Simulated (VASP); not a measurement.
# Ta2AlF3 (P-62m) in VASP: further runs, part 2 of 3

VASP 6.6.1. Earlier steps stand in the parts before.

## (3) Relaxation of cell and atoms, PBE

Input file INCAR:

```
SYSTEM = Ta2AlF3
PREC = Accurate
ENCUT = 600
EDIFF = 1E-6
ISMEAR = 0
SIGMA = 0.1
LREAL = .False.
LASPH = .True.
NELM = 60
ALGO = Normal
ISIF = 3
LWAVE = .False.
LCHARG = .False.
GGA = PE
IBRION = 2
NSW = 90
EDIFFG = -0.04
```

Input file KPOINTS:

```
regular mesh
0
Gamma
  3 3 6
  0 0 0
```

Input file POSCAR:

```
Ta2AlF3
1.0
    6.3695961034      0.0000000000      0.0000000000
   -3.1847980517      5.5162320374      0.0000000000
    0.0000000000      0.0000000000      2.7311491638
Ta Al F
2 1 3
Direct
    0.3333333333      0.6666666667      0.5000000000
    0.6666666667      0.3333333333      0.5000000000
    0.0000000000      0.0000000000      0.5000000000
    0.3309308211      0.0000000000      0.5000000000
    0.0000000000      0.3309308211      0.5000000000
    0.6690691789      0.6690691789      0.5000000000
```

Potentials or basis: VASP PAW PBE potentials, release 64 (Ta_pv, Al, F).

On the command line:

```sh
cat potpaw_PBE.64/Ta_pv/POTCAR potpaw_PBE.64/Al/POTCAR potpaw_PBE.64/F/POTCAR > POTCAR
mpirun -np 1 vasp_std > vasp.out
```

OUTCAR:

```text
SYSTEM = Ta2AlF3
   PREC = Accurate
   ENCUT = 600
   EDIFF = 1E-6
   ISMEAR = 0
   LREAL = .False.
   LASPH = .True.
   NELM = 60
   ISIF = 3
   GGA = PE
   IBRION = 2
   NSW = 90
   EDIFFG = -0.04

 ion  position               nearest neighbor table
   1  0.333  0.667  0.500-   4 2.13   5 2.13   6 2.13
   2  0.667  0.333  0.500-   5 2.13   4 2.13   6 2.13
   3  0.000  0.000  0.500-   4 2.11   5 2.11   6 2.11
   4  0.331  0.000  0.500-   3 2.11   1 2.13   2 2.13
   5  0.000  0.331  0.500-   3 2.11   2 2.13   1 2.13
   6  0.669  0.669  0.500-   3 2.11   1 2.13   2 2.13

  LATTYP: Found a hexagonal cell.
 ALAT       =     6.3695961034
 C/A-ratio  =     0.4287790182

  Lattice vectors:

 A1 = (   6.3695961034,   0.0000000000,   0.0000000000)
 A2 = (  -3.1847980517,   5.5162320374,   0.0000000000)
 A3 = (   0.0000000000,   0.0000000000,   2.7311491638)

Analysis of symmetry for initial positions (statically):
=====================================================================
 Subroutine PRICEL returns:
 Original cell was already a primitive cell.

 Routine SETGRP: Setting up the symmetry group for a
 hexagonal supercell.

 Subroutine GETGRP returns: Found 12 space group operations
 (whereof 12 operations were pure point group operations)
 out of a pool of 24 trial point group operations.

The static configuration has the point symmetry D_3h.

Analysis of symmetry for dynamics (positions and initial velocities):
=====================================================================
 Subroutine PRICEL returns:
 Original cell was already a primitive cell.

 Routine SETGRP: Setting up the symmetry group for a
 hexagonal supercell.

 Subroutine GETGRP returns: Found 12 space group operations
 (whereof 12 operations were pure point group operations)
 out of a pool of 24 trial point group operations.

The dynamic configuration has the point symmetry D_3h.

 Subroutine INISYM returns: Found 12 space group operations
 (whereof 12 operations are pure point group operations),
 and found     1 'primitive' translations

----------------------------------------------------------------------------------------

                                     Primitive cell

  volume of cell :      95.9621

  direct lattice vectors                    reciprocal lattice vectors
     6.369596103  0.000000000  0.000000000     0.156995826  0.090641582  0.000000000
    -3.184798052  5.516232037  0.000000000     0.000000000  0.181283165  0.000000000
     0.000000000  0.000000000  2.731149164     0.000000000  0.000000000  0.366146241

  length of vectors
     6.369596103  6.369596103  2.731149164     0.181283165  0.181283165  0.366146241

  position of ions in fractional coordinates (direct lattice)
     0.333333333  0.666666667  0.500000000
     0.666666667  0.333333333  0.500000000
     0.000000000  0.000000000  0.500000000
     0.330930821  0.000000000  0.500000000
     0.000000000  0.330930821  0.500000000
     0.669069179  0.669069179  0.500000000

  ion indices of the primitive-cell ions
   primitive index   ion index
                 1           1
                 2           2
[... 47 lines left out ...]
   total plane-waves  NPLWV =  69984
   dimension x,y,z NGX =    54 NGY =   54 NGZ =   24
   dimension x,y,z NGXF=   108 NGYF=  108 NGZF=   48
   ions per type =               2   1   3
   NGX,Y,Z   is equivalent  to a cutoff of  14.09, 14.09, 14.61 a.u.
   NGXF,Y,Z  is equivalent  to a cutoff of  28.19, 28.19, 29.22 a.u.
 SYSTEM =  Ta2AlF3
   PREC   = accura    normal or accurate (medium, high low for compatibility)
   ISTART =      0    job   : 0-new  1-cont  2-samecut
   ICHARG =      2    charge: 1-file 2-atom 10-const
   ISPIN  =      1    spin polarized calculation?
   LNONCOLLINEAR =      F non collinear calculations
   LSORBIT =      F    spin-orbit coupling
   LASPH  =      T    aspherical Exc in radial PAW
   ENCUT  =  600.0 eV  44.10 Ry    6.64 a.u.  12.72 12.72  5.45*2*pi/ulx,y,z
   NELM   =     60;   NELMIN=  2; NELMDL= -5     # of ELM steps
   EDIFF  = 0.1E-05   stopping-criterion for ELM
   LREAL  =      F    real-space projection
   EDIFFG = -.4E-01   stopping-criterion for IOM
   NSW    =     90    number of steps for IOM
   IBRION =      2    ionic relax: 0-MD 1-quasi-New 2-CG
   NFREE  =      1    steps in history (QN), initial steepest desc. (CG)
   ISIF   =      3    stress and relaxation
   ISYM   =      2    0-nonsym 1-usesym 2-fastsym
   POTIM  = 0.5000    time-step for ionic-motion
   TEBEG  =    0.0;   TEEND  =   0.0 temperature during run
   PSTRESS=    0.0 pullay stress
   NELECT =      46.0000    total number of electrons
   NUPDOWN=      -1.0000    fix difference up-down
   EMIN   =  10.00;   EMAX   =-10.00  energy-range for DOS
   EFERMI =   0.00;   METHOD = LEGACY
   ISMEAR =     0;   SIGMA  =   0.10  broadening in eV -4-tet -1-fermi 0-gaus
   EFERMI_NEDOS =   21; number of points for ismear=-14 and -15
   IALGO  =     38    algorithm
   IMIX   =      4    mixing-type and parameters
     AMIX     =   0.40;   BMIX     =  1.00
     AMIX_MAG =   1.60;   BMIX_MAG =  1.00
  volume/ion in A,a.u.               =      15.99       107.93
  Fermi-wavevector in a.u.,A,eV,Ry     =   1.281231  2.421176 22.334689  1.641553
  Thomas-Fermi vector in A             =   2.413613
   LORBIT       =      0    0 simple, 1 ext, 2 COOP (PROOUT), +10 PAW based schemes
   GGA     = PE    functional components
   LHFCALC =     F    Hartree Fock is set to
   AEXX    =    0.0000 exact exchange contribution
   IVDW    =     0    specifies the selected vdW correction
   LEPSILON=     F    determine dielectric tensor
   LRPA    =     F    only Hartree local field effects (RPA)
 conjugate gradient relaxation of ions
 non-spin polarized calculation
 Gauss-broadening in eV      SIGMA  =   0.10
  energy-cutoff  :      600.00
  volume of cell :       95.96
 maximum number of plane-waves:      3233
 NGX is ok and might be reduce to    54
   NGX = 25   NGY = 25   NGZ = 11

--------------------------------------- Ionic step        1  -------------------------------------------

 number of electron      45.9999992 magnetization

 Free energy of the ion-electron system (eV)
  ---------------------------------------------------
  ext. energy  EPLUGINS =         0.00000000
  ---------------------------------------------------
  free energy    TOTEN  =       -37.90476555 eV

  energy without entropy =      -37.89496266  energy(sigma->0) =      -37.89986410

------------------------ aborting loop because EDIFF is reached ----------------------------------------

  FORCE on cell =-STRESS in cart. coord.  units (eV):
  Direction    XX          YY          ZZ          XY          YZ          ZX
  --------------------------------------------------------------------------------------
  -------------------------------------------------------------------------------------
  Total        1.0399964      1.0399964     -9.8489320      0.0000000     -0.0000000      0.0000000
  in kB       17.3637129     17.3637129   -164.4371268      0.0000000     -0.0000000      0.0000000
  external PRESSURE =     -43.2365670 kB  Pullay stress =       0.0000000 kB
[... 101 lines left out ...]
  FREE ENERGIE OF THE ION-ELECTRON SYSTEM (eV)
  ---------------------------------------------------
  free  energy   TOTEN  =       -38.2244346582 eV

  energy  without entropy=      -38.2115665814  energy(sigma->0) =      -38.21800062

 E-fermi :   4.7605     XC(G=0): -10.5876

 val. band max:        4.7551806037   @ k =   0.0000   0.0000   0.3333
 cond. band min:       4.7636652112   @ k =   0.3333   0.3333   0.1667
 fundamental gap:      0.0084846075
 Fermi energy:         4.7605191209

 k-point     1 :       0.0000    0.0000    0.0000
  band No.  band energies     occupation
      1     -30.7656      2.00000
      2     -30.7656      2.00000
      3     -30.6403      2.00000
      4     -30.6403      2.00000
      5     -29.0131      2.00000
      6     -29.0080      2.00000
[... 349 lines left out ...]
     26       6.9896      0.00000
     27       7.3738      0.00000

[... ionic steps 4 to 8 ...]

--------------------------------------- Ionic step        9  -------------------------------------------

 number of electron      46.0000003 magnetization

------------------------ aborting loop because EDIFF is reached ----------------------------------------
[... 75 lines left out ...]
--------------------------------------- Ionic step       11  -------------------------------------------

 number of electron      46.0000002 magnetization

 Free energy of the ion-electron system (eV)
  ---------------------------------------------------
  ext. energy  EPLUGINS =         0.00000000
  ---------------------------------------------------
  free energy    TOTEN  =       -38.23575900 eV

  energy without entropy =      -38.22069868  energy(sigma->0) =      -38.22822884

 E-fermi :   4.6674     XC(G=0): -10.5195

 val. band max:        4.6471480555   @ k =   0.3333   0.3333   0.1667
 cond. band min:       4.6743549454   @ k =   0.0000   0.0000   0.3333
 fundamental gap:      0.0272068898
 Fermi energy:         4.6673718320

 k-point     1 :       0.0000    0.0000    0.0000
  band No.  band energies     occupation
      1     -30.8881      2.00000
      2     -30.8881      2.00000
      3     -30.7577      2.00000
      4     -30.7577      2.00000
      5     -29.1160      2.00000
      6     -29.1111      2.00000
[... 382 lines left out ...]
  FREE ENERGIE OF THE ION-ELECTRON SYSTEM (eV)
  ---------------------------------------------------
  free  energy   TOTEN  =       -38.2357589975 eV

  energy  without entropy=      -38.2206986787  energy(sigma->0) =      -38.22822884

 reached required accuracy - stopping structural energy minimisation
```

Run time: 7 min. Hardware: 1 thread of Intel Xeon 8259CL, shared host; peak memory 0.27 GiB.

Results:

```
Free energy                           : -38.2358 eV
Relaxed volume                        : 15.46 Å³/atom
Relaxed cell                          : a = 6.451 Å, b = 6.451 Å, c = 2.574 Å, α = 90.00°, β = 90.00°, γ = 120.00°
Space group after relaxing (to 0.1 Å) : P-62m (No. 189)
Energy gained by relaxing             : 55.2 meV/atom
Ionic steps                           : 11
Pressure after relaxing               : 0.2 GPa
Band gap on the k mesh                : zero (bands 23 and 24 overlap by 0.20 eV)
```

The path:
| step | energy change (eV) | largest force (eV/Å) | pressure (GPa) | volume (Å³) |
| --- | --- | --- | --- | --- |
| 1 | 0.0000 | 0.0243 | -4.32 | 95.96 |
| 2 | -0.2551 | 0.1439 | 3.50 | 89.85 |
| 3 | -0.3197 | 0.1175 | 0.43 | 91.59 |
| 4 | -0.3195 | 0.1186 | 0.59 | 91.50 |
| 5 | -0.3222 | 0.1266 | 0.03 | 92.04 |
| 6 | -0.3226 | 0.1358 | -0.52 | 92.58 |
| 7 | -0.3243 | 0.1196 | -0.56 | 92.66 |
| 8 | -0.3281 | 0.0756 | -0.56 | 92.88 |
| 9 | -0.3291 | 0.0005 | -0.52 | 93.32 |
| 10 | -0.3296 | 0.0214 | -0.53 | 93.17 |
| 11 | -0.3310 | 0.0019 | 0.21 | 92.74 |

Final structure:
```yaml
crystal:
  lattice:
    - [6.45051, 0.00000, 0.00000]
    - [-3.22526, 5.58631, 0.00000]
    - [0.00000, 0.00000, 2.57351]
  atoms:
    - { symbol: Ta, position: [0.33333, 0.66667, 0.50000] }
    - { symbol: Ta, position: [0.66667, 0.33333, 0.50000] }
    - { symbol: Al, position: [0.00000, 0.00000, 0.50000] }
    - { symbol: F, position: [0.33994, 0.00000, 0.50000] }
    - { symbol: F, position: [0.00000, 0.33994, 0.50000] }
    - { symbol: F, position: [0.66006, 0.66006, 0.50000] }
```

Caveat: the k points lie up to 0.41 Å⁻¹ apart in the final cell; spin-orbit coupling is left out, which moves the levels of the heavy elements.

## (4) Single point, PBE

This run uses another cell than the first one, of 15.62 Å³/atom.

Input file INCAR:

```
SYSTEM = Ta2AlF3
ALGO = Normal
EDIFF = 1E-7
ENCUT = 520
GGA = PE
ISIF = 2
ISMEAR = 0
LASPH = .TRUE.
LCHARG = .FALSE.
LREAL = .FALSE.
LWAVE = .FALSE.
NBANDS = 32
NELM = 100
PREC = Accurate
SIGMA = 0.1
```

Input file KPOINTS:

```
k-points
0
G
  6 6 14
  0 0 0
```

Input file POSCAR:

```
Ta2AlF3
1.0
    6.4565348240      0.0000000000      0.0000000000
   -3.2282674120      5.5915231779      0.0000000000
    0.0000000000      0.0000000000      2.5963865226
Ta Al F
2 1 3
Direct
    0.3333333333      0.6666666667      0.5000000000
    0.6666666667      0.3333333333      0.5000000000
    0.0000000000      0.0000000000      0.5000000000
    0.3421909661      0.0000000000      0.5000000000
    0.0000000000      0.3421909661      0.5000000000
    0.6578090339      0.6578090339      0.5000000000
```

On the command line:

```sh
cat potpaw_PBE.64/Ta_pv/POTCAR potpaw_PBE.64/Al/POTCAR potpaw_PBE.64/F/POTCAR > POTCAR
mpirun -np 1 vasp_std > vasp.out
```

Wall time 3 min (1 thread of Intel Xeon 8259CL, shared host); peak memory 0.3 GiB.

It converged, with:

```
Free energy            : -38.0303 eV
Pressure               : 0.1 GPa
Largest force          : 0.040 eV/Å
Band gap on the k mesh : zero (bands 23 and 24 overlap by 0.63 eV)
```

Forces on the atoms (eV/Å):
```
Ta   0.000  0.000  0.000
Ta   0.000  0.000  0.000
Al   0.000  0.000  0.000
F   -0.040  0.000  0.000
F    0.020 -0.035  0.000
F    0.020  0.035  0.000
```

Stress tensor (GPa, compression positive):
```
 0.13  0.00  0.00
 0.00  0.13  0.00
 0.00  0.00 -0.11
```

Levels at points of the mesh, in eV from the Fermi level:
```csv
k point,band 21,band 22,band 23,band 24,band 25,band 26
"(0.00, 0.00, 0.00)",-3.70,-1.40,-1.40,0.50,2.01,2.01
"(0.50, 0.00, 0.00)",-3.79,-0.93,-0.89,0.20,1.29,1.83
"(0.00, 0.00, 0.50)",-1.01,-1.01,-0.91,0.32,0.91,0.91
"(0.50, 0.00, 0.50)",-1.54,-1.46,-0.71,1.33,1.58,1.99
```

Caveat: spin-orbit coupling is left out, which moves the levels of the heavy elements.

(Continued in part 3 of 3.)

The gap in the log of VASP goes by the Fermi energy; the results here count the filled bands.